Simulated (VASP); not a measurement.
# Si2Sb5Se (I-4m2) in VASP: further runs

The runs below take Si2Sb5Se through single point, relaxation of cell and atoms, with PBE.

Everything below comes from runs of VASP 6.6.1. Logs are shortened: lines on timing, memory, paths and dates and some standing lists are left out, and cuts for length are marked.

**1. The cell of the first run**

Symmetry: I-4m2, No. 119, tetragonal system. Conventional cell: a = 10.229 Å, b = 10.229 Å, c = 5.397 Å, α = 90.00°, β = 90.00°, γ = 90.00°. Within 3.5 Å of Si (site symmetry -4m2) lie 4 Sb at 2.67 Å and 2 Se at 2.70 Å. Si (site symmetry -4m2) has 6 Sb at 2.63 to 2.70 Å within 3.5 Å. Sb (site symmetry m) has 2 Si at 2.63 to 2.67 Å and 1 Sb at 3.18 Å and 1 Se at 3.34 Å within 3.5 Å. Within 3.6 Å of Sb (site symmetry -4m2) lie 2 Si at 2.70 Å and 4 Sb at 3.18 Å. Within 3.6 Å of Se (site symmetry -4m2) lie 2 Si at 2.70 Å and 4 Sb at 3.34 Å.

The cell was generated, and may not be a known phase.

**2. Single point, PBE**

The input, INCAR:

```
SYSTEM = Si2Sb5Se
PREC = Accurate
ENCUT = 520
EDIFF = 1E-6
ISMEAR = 0
SIGMA = 0.2
LREAL = .False.
LASPH = .True.
NELM = 60
ALGO = Normal
ISIF = 2
LWAVE = .False.
LCHARG = .False.
GGA = PE
NBANDS = 30
```

The input, KPOINTS:

```
Automatic mesh
0
Gamma
  3 3 3
  0 0 0
```

The input, POSCAR:

```
Si2Sb5Se
1.0
   -5.1145616684      5.1145616684      2.6986110459
    5.1145616684     -5.1145616684      2.6986110459
    5.1145616684      5.1145616684     -2.6986110459
Si Sb Se
2 5 1
Direct
    0.0000000000      0.0000000000      0.0000000000
    0.7500000000      0.2500000000      0.5000000000
    0.8889643663      1.1429478811      0.2539835149
    0.8889643663      0.6349808514      0.7460164851
   -0.1429478811      0.1110356337      0.7460164851
    0.3650191486      0.1110356337      0.2539835149
    0.2500000000      0.7500000000      0.5000000000
    0.5000000000      0.5000000000      0.0000000000
```

Potentials or basis: VASP PAW PBE potentials, release 64 (Si, Sb, Se).

Launch:

```sh
cat potpaw_PBE.64/Si/POTCAR potpaw_PBE.64/Sb/POTCAR potpaw_PBE.64/Se/POTCAR > POTCAR
mpirun -np 1 vasp_std > vasp.out
```

OUTCAR:

```text
SYSTEM = Si2Sb5Se
   PREC = Accurate
   ENCUT = 520
   EDIFF = 1E-6
   ISMEAR = 0
   LREAL = .False.
   LASPH = .True.
   NELM = 60
   ISIF = 2
   GGA = PE

 ion  position               nearest neighbor table
   1  0.000  0.000  0.000-   3 2.67   5 2.67   4 2.67   6 2.67   8 2.70   8 2.70
   2  0.750  0.250  0.500-   4 2.63   6 2.63   5 2.63   3 2.63   7 2.70   7 2.70
   3  0.889  0.143  0.254-   2 2.63   1 2.67   7 3.18
   4  0.889  0.635  0.746-   2 2.63   1 2.67   7 3.18
   5  0.857  0.111  0.746-   2 2.63   1 2.67   7 3.18
   6  0.365  0.111  0.254-   2 2.63   1 2.67   7 3.18
   7  0.250  0.750  0.500-   2 2.70   2 2.70   6 3.18   4 3.18   3 3.18   5 3.18
   8  0.500  0.500  0.000-   1 2.70   1 2.70

  LATTYP: Found a body centered tetragonal cell.
 ALAT       =    10.2291233368
 C/A-ratio  =     0.5276329079

  Lattice vectors:

 A1 = (  -5.1145616684,   5.1145616684,   2.6986110459)
 A2 = (   5.1145616684,  -5.1145616684,   2.6986110459)
 A3 = (   5.1145616684,   5.1145616684,  -2.6986110459)

Analysis of symmetry for initial positions (statically):
=====================================================================
 Subroutine PRICEL returns:
 Original cell was already a primitive cell.

 Routine SETGRP: Setting up the symmetry group for a
 body centered tetragonal supercell.

 Subroutine GETGRP returns: Found  8 space group operations
 (whereof  8 operations were pure point group operations)
 out of a pool of 16 trial point group operations.

The static configuration has the point symmetry D_2d.

Analysis of symmetry for dynamics (positions and initial velocities):
=====================================================================
 Subroutine PRICEL returns:
 Original cell was already a primitive cell.

 Routine SETGRP: Setting up the symmetry group for a
 body centered tetragonal supercell.

 Subroutine GETGRP returns: Found  8 space group operations
 (whereof  8 operations were pure point group operations)
 out of a pool of 16 trial point group operations.

The dynamic configuration has the point symmetry D_2d.

 Subroutine INISYM returns: Found  8 space group operations
 (whereof  8 operations are pure point group operations),
 and found     1 'primitive' translations

----------------------------------------------------------------------------------------

                                     Primitive cell

  volume of cell :     282.3691

  direct lattice vectors                    reciprocal lattice vectors
    -5.114561668  5.114561668  2.698611046     0.000000000  0.097760088  0.185280499
     5.114561668 -5.114561668  2.698611046     0.097760088  0.000000000  0.185280499
     5.114561668  5.114561668 -2.698611046     0.097760088  0.097760088  0.000000000

  length of vectors
     7.720102570  7.720102570  7.720102570     0.209489613  0.209489613  0.138253643

  position of ions in fractional coordinates (direct lattice)
     0.000000000  0.000000000  0.000000000
     0.750000000  0.250000000  0.500000000
     0.888964366  0.142947881  0.253983515
     0.888964366  0.634980851  0.746016485
     0.857052119  0.111035634  0.746016485
     0.365019149  0.111035634  0.253983515
     0.250000000  0.750000000  0.500000000
     0.500000000  0.500000000  0.000000000

  ion indices of the primitive-cell ions
   primitive index   ion index
                 1           1
                 2           2
                 3           3
                 4           4
                 5           5
                 6           6
                 7           7
                 8           8

----------------------------------------------------------------------------------------

 KPOINTS: Automatic mesh

Automatic generation of k-mesh.
 Grid dimensions read from file:
 generate k-points for:    3    3    3

 Generating k-lattice:

  Cartesian coordinates                     Fractional coordinates (reciprocal lattice)
     0.000000000  0.032586696  0.061760166     0.333333333  0.000000000  0.000000000
     0.032586696  0.000000000  0.061760166     0.000000000  0.333333333  0.000000000
     0.032586696  0.032586696  0.000000000     0.000000000  0.000000000  0.333333333

  Length of vectors
     0.069829871  0.069829871  0.046084548

  Shift w.r.t. Gamma in fractional coordinates (k-lattice)
     0.000000000  0.000000000  0.000000000

 Subroutine IBZKPT returns following result:
 ===========================================

 Found      6 irreducible k-points:

 Following reciprocal coordinates:
            Coordinates               Weight
  0.000000  0.000000  0.000000      1.000000
  0.333333  0.000000 -0.000000      8.000000
  0.333333  0.333333 -0.000000      8.000000
 -0.333333  0.333333  0.000000      4.000000
 -0.333333  0.333333  0.333333      4.000000
 -0.333333 -0.333333  0.333333      2.000000
   k-points           NKPTS =      6   k-points in BZ     NKDIM =      6   number of bands    NBANDS=     30
   number of dos      NEDOS =    301   number of ions     NIONS =      8
   total plane-waves  NPLWV = 216000
   dimension x,y,z NGX =    60 NGY =   60 NGZ =   60
   dimension x,y,z NGXF=   120 NGYF=  120 NGZF=  120
   ions per type =               2   5   1
   NGX,Y,Z   is equivalent  to a cutoff of  12.92, 12.92, 12.92 a.u.
   NGXF,Y,Z  is equivalent  to a cutoff of  25.84, 25.84, 25.84 a.u.
 SYSTEM =  Si2Sb5Se
   PREC   = accura    normal or accurate (medium, high low for compatibility)
   ISTART =      0    job   : 0-new  1-cont  2-samecut
   ICHARG =      2    charge: 1-file 2-atom 10-const
   ISPIN  =      1    spin polarized calculation?
   LNONCOLLINEAR =      F non collinear calculations
   LSORBIT =      F    spin-orbit coupling
   LASPH  =      T    aspherical Exc in radial PAW
   ENCUT  =  520.0 eV  38.22 Ry    6.18 a.u.  14.35 14.35 14.35*2*pi/ulx,y,z
   NELM   =     60;   NELMIN=  2; NELMDL= -5     # of ELM steps
   EDIFF  = 0.1E-05   stopping-criterion for ELM
   LREAL  =      F    real-space projection
   EDIFFG = 0.1E-04   stopping-criterion for IOM
   NSW    =      0    number of steps for IOM
   IBRION =     -1    ionic relax: 0-MD 1-quasi-New 2-CG
   NFREE  =      0    steps in history (QN), initial steepest desc. (CG)
   ISIF   =      2    stress and relaxation
   ISYM   =      2    0-nonsym 1-usesym 2-fastsym
   POTIM  = 0.5000    time-step for ionic-motion
   TEBEG  =    0.0;   TEEND  =   0.0 temperature during run
   PSTRESS=    0.0 pullay stress
   NELECT =      39.0000    total number of electrons
   NUPDOWN=      -1.0000    fix difference up-down
   EMIN   =  10.00;   EMAX   =-10.00  energy-range for DOS
   EFERMI =   0.00;   METHOD = LEGACY
   ISMEAR =     0;   SIGMA  =   0.20  broadening in eV -4-tet -1-fermi 0-gaus
   EFERMI_NEDOS =   21; number of points for ismear=-14 and -15
   IALGO  =     38    algorithm
   IMIX   =      4    mixing-type and parameters
     AMIX     =   0.40;   BMIX     =  1.00
     AMIX_MAG =   1.60;   BMIX_MAG =  1.00
  volume/ion in A,a.u.               =      35.30       238.19
  Fermi-wavevector in a.u.,A,eV,Ry     =   0.846234  1.599151  9.743303  0.716113
  Thomas-Fermi vector in A             =   1.961549
   LORBIT       =      0    0 simple, 1 ext, 2 COOP (PROOUT), +10 PAW based schemes
   GGA     = PE    functional components
   LHFCALC =     F    Hartree Fock is set to
   AEXX    =    0.0000 exact exchange contribution
   IVDW    =     0    specifies the selected vdW correction
   LEPSILON=     F    determine dielectric tensor
   LRPA    =     F    only Hartree local field effects (RPA)
 non-spin polarized calculation
 Gauss-broadening in eV      SIGMA  =   0.20
  energy-cutoff  :      520.00
  volume of cell :      282.37
 maximum number of plane-waves:      7651
 NGX is ok and might be reduce to    60
   NGX = 29   NGY = 29   NGZ = 29

 number of electron      39.0000000 magnetization

 Free energy of the ion-electron system (eV)
  ---------------------------------------------------
  ext. energy  EPLUGINS =         0.00000000
  ---------------------------------------------------
  free energy    TOTEN  =       -30.28851650 eV

  energy without entropy =      -30.14130986  energy(sigma->0) =      -30.21491318

 E-fermi :   3.8727     XC(G=0):  -8.1199

 val. band max:        3.8115057364   @ k =   0.3333   0.3333  -0.0000
 cond. band min:       3.8991250358   @ k =   0.0000   0.0000   0.0000
 fundamental gap:      0.0876192994
 Fermi energy:         3.8726523080

 k-point     1 :       0.0000    0.0000    0.0000
  band No.  band energies     occupation
      1      -9.2530      2.00000
      2      -7.9544      2.00000
      3      -5.6801      2.00000
      4      -5.6801      2.00000
      5      -5.2539      2.00000
      6      -4.7493      2.00000
[... 22 lines left out ...]
     29       7.9179      0.00000
     30       8.0624      0.00000

 k-point     2 :       0.3333    0.0000   -0.0000
  band No.  band energies     occupation
      1      -8.9798      2.00000
      2      -7.6129      2.00000
      3      -6.4077      2.00000
      4      -5.8585      2.00000
      5      -5.6361      2.00000
      6      -4.8733      2.00000
[... 22 lines left out ...]
     29       7.5690      0.00000
     30       8.3855      0.00000

 k-point     3 :       0.3333    0.3333   -0.0000
  band No.  band energies     occupation
      1      -8.9664      2.00000
      2      -7.5388      2.00000
      3      -6.7164      2.00000
      4      -5.9933      2.00000
      5      -5.3263      2.00000
      6      -4.5136      2.00000
[... 22 lines left out ...]
     29       8.0777      0.00000
     30       8.3109      0.00000

 k-point     4 :      -0.3333    0.3333    0.0000
  band No.  band energies     occupation
      1      -9.2195      2.00000
      2      -7.9980      2.00000
      3      -6.0621      2.00000
      4      -5.4954      2.00000
      5      -5.0424      2.00000
      6      -4.6229      2.00000
[... 22 lines left out ...]
     29       8.5038      0.00000
     30       8.8085      0.00000

 k-point     5 :      -0.3333    0.3333    0.3333
  band No.  band energies     occupation
      1      -9.2046      2.00000
      2      -7.9757      2.00000
      3      -5.9927      2.00000
      4      -5.7408      2.00000
      5      -5.3955      2.00000
      6      -4.2271      2.00000
[... 22 lines left out ...]
     29       8.2447      0.00000
     30       8.7833      0.00000

 k-point     6 :      -0.3333   -0.3333    0.3333
  band No.  band energies     occupation
      1      -8.9623      2.00000
      2      -7.5134      2.00000
      3      -6.7069      2.00000
      4      -5.6678      2.00000
      5      -5.6678      2.00000
      6      -5.1172      2.00000
[... 22 lines left out ...]
     29       7.1000      0.00000
     30       7.8201      0.00000

------------------------ aborting loop because EDIFF is reached ----------------------------------------

  FORCE on cell =-STRESS in cart. coord.  units (eV):
  Direction    XX          YY          ZZ          XY          YZ          ZX
  --------------------------------------------------------------------------------------
  -------------------------------------------------------------------------------------
  Total        1.0196220      1.0196220      0.0597463      0.0000000      0.0000000      0.0000000
  in kB        5.7853904      5.7853904      0.3390036      0.0000000      0.0000000      0.0000000
  external PRESSURE =       3.9699281 kB  Pullay stress =       0.0000000 kB

 VOLUME and BASIS-vectors are now :
 -----------------------------------------------------------------------------
  energy-cutoff  :      520.00
  volume of cell :      282.37
      direct lattice vectors                 reciprocal lattice vectors
    -5.114561668  5.114561668  2.698611046     0.000000000  0.097760088  0.185280499
     5.114561668 -5.114561668  2.698611046     0.097760088  0.000000000  0.185280499
     5.114561668  5.114561668 -2.698611046     0.097760088  0.097760088  0.000000000

 POSITION                                       TOTAL-FORCE (eV/Angst)
 -----------------------------------------------------------------------------------
      0.00000      0.00000      0.00000        -0.000000      0.000000     -0.000000
      0.00000      5.11456      1.34931        -0.000000      0.000000     -0.000000
     -2.51653      5.11456      2.09933        -0.013560      0.000000      0.006622
      2.51653      5.11456      2.09933         0.013560      0.000000      0.006622
     -0.00000      7.63109      0.59928        -0.000000      0.013560     -0.006622
      0.00000      2.59803      0.59928        -0.000000     -0.013560     -0.006622
      5.11456      0.00000      1.34931        -0.000000      0.000000     -0.000000
      0.00000      0.00000      2.69861        -0.000000      0.000000     -0.000000
 -----------------------------------------------------------------------------------
    total drift:                                0.000000     -0.000000      0.000000

  FREE ENERGIE OF THE ION-ELECTRON SYSTEM (eV)
  ---------------------------------------------------
  free  energy   TOTEN  =       -30.2885165045 eV

  energy  without entropy=      -30.1413098565  energy(sigma->0) =      -30.21491318
```

Run time: 44 s. Hardware: 1 thread of AMD EPYC 9R45 (Zen 5), shared host; peak memory 0.47 GiB.

Results:

- Free energy: -30.2885 eV
- Pressure: 0.4 GPa
- Largest force: 0.015 eV/Å
- Band gap on the k mesh: zero (an odd number of electrons rules out a gap without spin polarisation)

Forces in eV/Å, atoms in the order of the input:
```
Si   0.000  0.000  0.000
Si   0.000  0.000  0.000
Sb  -0.014  0.000  0.007
Sb   0.014  0.000  0.007
Sb   0.000  0.014 -0.007
Sb   0.000 -0.014 -0.007
Sb   0.000  0.000  0.000
Se   0.000  0.000  0.000
```

Levels at points of the mesh, in eV from the Fermi level:
| k point | band 17 | band 18 | band 19 | band 20 | band 21 | band 22 |
| --- | --- | --- | --- | --- | --- | --- |
| (0.00, 0.00, 0.00) | -1.31 | 0.03 | 0.09 | 0.09 | 0.53 | 1.44 |

Caveat: the k points lie up to 0.44 Å⁻¹ apart, too coarse for converged energies and pressures of a metal; spin-orbit coupling is left out, which moves the levels of the heavy elements; an odd number of electrons without spin polarisation forces a metal; a magnetic or distorted state may lie lower.

**3. Relaxation of cell and atoms, PBE**

This run uses another cell than the first one, of 27.76 Å³/atom.

The input, INCAR:

```
SYSTEM = Si2Sb5Se
PREC = Accurate
ENCUT = 600
EDIFF = 1E-6
ISMEAR = 0
SIGMA = 0.2
LREAL = .False.
LASPH = .True.
NELM = 100
ALGO = Normal
ISIF = 3
LWAVE = .False.
LCHARG = .False.
GGA = PE
IBRION = 2
NSW = 36
EDIFFG = -0.08
```

KPOINTS is that of step 2.

The input, POSCAR:

```
Si2Sb5Se
1.0
   -4.2404941800      4.2404941800      3.0872231600
    4.2404941800     -4.2404941800      3.0872231600
    4.2404941800      4.2404941800     -3.0872231600
Si Sb Se
2 5 1
Direct
    0.0000000000      0.0000000000      0.0000000000
    0.7500000000      0.2500000000      0.5000000000
    0.7587924800      0.9872945700      0.2285020900
    0.7587924800      0.5302903900      0.7714979100
    0.0127054300      0.2412075200      0.7714979100
    0.4697096100      0.2412075200      0.2285020900
    0.2500000000      0.7500000000      0.5000000000
    0.5000000000      0.5000000000      0.0000000000
```

Potentials or basis: VASP PAW PBE potentials, release 64 (Si, Sb, Se).

Launch:

```sh
cat potpaw_PBE.64/Si/POTCAR potpaw_PBE.64/Sb/POTCAR potpaw_PBE.64/Se/POTCAR > POTCAR
mpirun -np 1 vasp_std > vasp.out
```

Wall time 11 min (1 thread of AMD EPYC 9R45 (Zen 5), shared host); peak memory 0.41 GiB.

The run converged. Its results:

```yaml
Free_energy: -30.2809 eV
Relaxed_volume: 35.43 Å³/atom
Relaxed_cell: a = 7.734 Å, b = 7.734 Å, c = 7.734 Å, α = 96.99°, β = 96.99°, γ = 139.17°
Space_group_after_relaxing_to_0.1_Å: I-4m2 (No. 119)
Energy_gained_by_relaxing: 650.7 meV/atom
Ionic_steps: 31
Pressure_after_relaxing: 0.2 GPa
Largest_force_after_relaxing: 0.064 eV/Å
Band_gap_on_the_k_mesh: zero (an odd number of electrons rules out a gap without spin polarisation)
```

Forces on the atoms (eV/Å):
```
Si   0.000  0.000  0.000
Si   0.000  0.000  0.000
Sb   0.033  0.000  0.055
Sb  -0.033  0.000  0.055
Sb   0.000 -0.033 -0.055
Sb   0.000  0.033 -0.055
Sb   0.000  0.000  0.000
Se   0.000  0.000  0.000
```

Stress tensor (GPa, compression positive):
```
0.34 0.00 0.00
0.00 0.34 0.00
0.00 0.00 0.00
```

The path:
| step | energy change (eV) | largest force (eV/Å) | pressure (GPa) | volume (Å³) |
| --- | --- | --- | --- | --- |
| 1 | 0.0000 | 1.8610 | 18.90 | 222.06 |
| 2 | -3.4191 | 0.3222 | -3.42 | 343.62 |
| 3 | -3.9420 | 0.3817 | -0.04 | 296.58 |
| 4 | -3.9441 | 0.3754 | -0.39 | 299.92 |
| 5 | -4.0028 | 0.3667 | -0.16 | 297.45 |
| 6 | -4.0808 | 0.6520 | 0.68 | 290.36 |
| 7 | -4.1223 | 0.6262 | 0.47 | 291.32 |
| 8 | -4.2362 | 0.5905 | -0.08 | 294.09 |
| 9 | -4.4435 | 0.6282 | -0.99 | 299.10 |
| 10 | -4.6798 | 0.5117 | -2.20 | 306.80 |
| 11 | -4.6582 | 0.6714 | -1.81 | 303.70 |
| 12 | -4.6982 | 0.6175 | -2.02 | 305.13 |
| 13 | -4.7423 | 0.5712 | -1.93 | 303.75 |
| 14 | -4.8021 | 0.4107 | -1.57 | 299.71 |
| 15 | -4.8729 | 0.3818 | -1.25 | 296.33 |
| 16 | -5.0173 | 0.2813 | -0.12 | 286.31 |
| 17 | -4.9152 | 0.5554 | 3.00 | 266.81 |
| 18 | -5.0475 | 0.2551 | 0.69 | 280.32 |
| 19 | -5.0479 | 0.2575 | 0.81 | 279.51 |
| 20 | -5.0722 | 0.2507 | 0.58 | 281.18 |
| 21 | -5.0975 | 0.2445 | -0.04 | 286.17 |
| 22 | -5.0980 | 0.2441 | 0.03 | 285.55 |
| 23 | -5.1073 | 0.2186 | -0.08 | 286.28 |
| 24 | -5.1261 | 0.1850 | -0.39 | 288.48 |
| 25 | -5.1252 | 0.2905 | -0.96 | 292.90 |
| 26 | -5.1318 | 0.2192 | -0.68 | 290.64 |
| 27 | -5.1388 | 0.2225 | -0.60 | 289.90 |
| 28 | -5.1562 | 0.2365 | -0.35 | 287.67 |
| 29 | -5.1728 | 0.2798 | 0.21 | 283.24 |
| 30 | -5.1850 | 0.2218 | 0.20 | 283.30 |
| 31 | -5.2053 | 0.0643 | 0.22 | 283.47 |

Final structure:
```
Si Sb Se
1.0
    -5.12518    5.12518    2.69794
     5.12518   -5.12518    2.69794
     5.12518    5.12518   -2.69794
Si Sb Se
2 5 1
Direct
  0.00000 0.00000 0.00000
  0.75000 0.25000 0.50000
  0.87729 0.12977 0.25248
  0.87729 0.62481 0.74752
  0.87023 0.12271 0.74752
  0.37519 0.12271 0.25248
  0.25000 0.75000 0.50000
  0.50000 0.50000 0.00000
```

Levels at points of the mesh, in eV from the Fermi level:
| k point | band 16 | band 17 | band 18 | band 19 | band 20 | band 21 | band 22 | band 23 |
| --- | --- | --- | --- | --- | --- | --- | --- | --- |
| (0.00, 0.00, 0.00) | -1.27 | -1.27 | 0.03 | 0.13 | 0.13 | 0.46 | 1.44 | 1.44 |

Caveat: the k points lie up to 0.44 Å⁻¹ apart in the final cell, too coarse for converged energies and pressures of a metal; the volume moved by over 15 % at a fixed basis, so the end points are rough; spin-orbit coupling is left out, which moves the levels of the heavy elements; an odd number of electrons without spin polarisation forces a metal; a magnetic or distorted state may lie lower; the relaxation stopped at a loose force limit of 0.08 eV/Å, so its end isn't a converged minimum.

The gap in the log of VASP goes by the Fermi energy; the results here count the filled bands.